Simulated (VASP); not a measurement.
Write the native input for VASP 6.6.1 that does the following.

- Task: single point
- Functional: LDA
- Potentials or basis: VASP PAW LDA potentials, release 64 (Pd)
- Cutoff: 520 eV
- k mesh: 12 × 12 × 12
- Occupations: fermi-dirac, width 0.05 eV
- Spin: non-collinear spin, zero start, spin-orbit coupling
- Starting moments: [[0.0, 0.0, 0.0]] μB
- Dipole correction: no
- Further INCAR settings: ALGO = Normal; EDIFF = 1e-06; NBANDS = 21

The structure of Pd lies in POSCAR:

```
Pd
1.0
    0.0000000000      1.9201927211      1.9201927211
    1.9201927211      0.0000000000      1.9201927211
    1.9201927211      1.9201927211      0.0000000000
Pd
1
Direct
    0.0000000000      0.0000000000      0.0000000000
```

One way to write it, as run:

INCAR

```
SYSTEM = Pd
ALGO     = Normal         ! electronic algorithm
EDIFF    = 1E-6           ! SCF threshold, eV
ENCUT    = 520            ! plane-wave cutoff, eV
GGA      = CA             ! functional
GGA_COMPAT= .FALSE.      
ISIF     = 2              ! what is computed and relaxed
ISMEAR   = -1             ! smearing method
LASPH    = .TRUE.         ! aspherical terms in the spheres
LCHARG   = .FALSE.        ! write CHGCAR
LMAXMIX  = 4              ! l up to which the mixer works
LORBIT   = 11             ! projections on sites
LORBMOM  = .TRUE.       
LREAL    = .FALSE.        ! projectors in reciprocal space
LSORBIT  = .TRUE.         ! spin-orbit coupling
LWAVE    = .FALSE.        ! write WAVECAR
MAGMOM   = 0 0 0          ! initial moments
NBANDS   = 21             ! bands
NELM     = 150            ! most SCF steps
PREC     = Accurate       ! precision mode
SIGMA    = 0.05           ! smearing width, eV
```

KPOINTS

```
k-points
0
G
  12 12 12
  0 0 0
```

Potentials or basis: VASP PAW LDA potentials, release 64 (Pd).

Command:

```sh
$ cat potpaw_LDA.64/Pd/POTCAR > POTCAR
$ mpirun -np 1 vasp_ncl > vasp.out
```

Results of the run:

```json
{
  "Pressure": "-0.1 GPa",
  "Net moment": "0.00 μB per cell",
  "Valence electrons inside the program's atomic spheres": "Pd 9.53"
}
```

It took 60 s on 1 thread of Intel(R) Xeon(R) Platinum 8259CL CPU @ 2.50GHz (Skylake/Cascade Lake), on a shared host, peak memory 0.16 GiB.
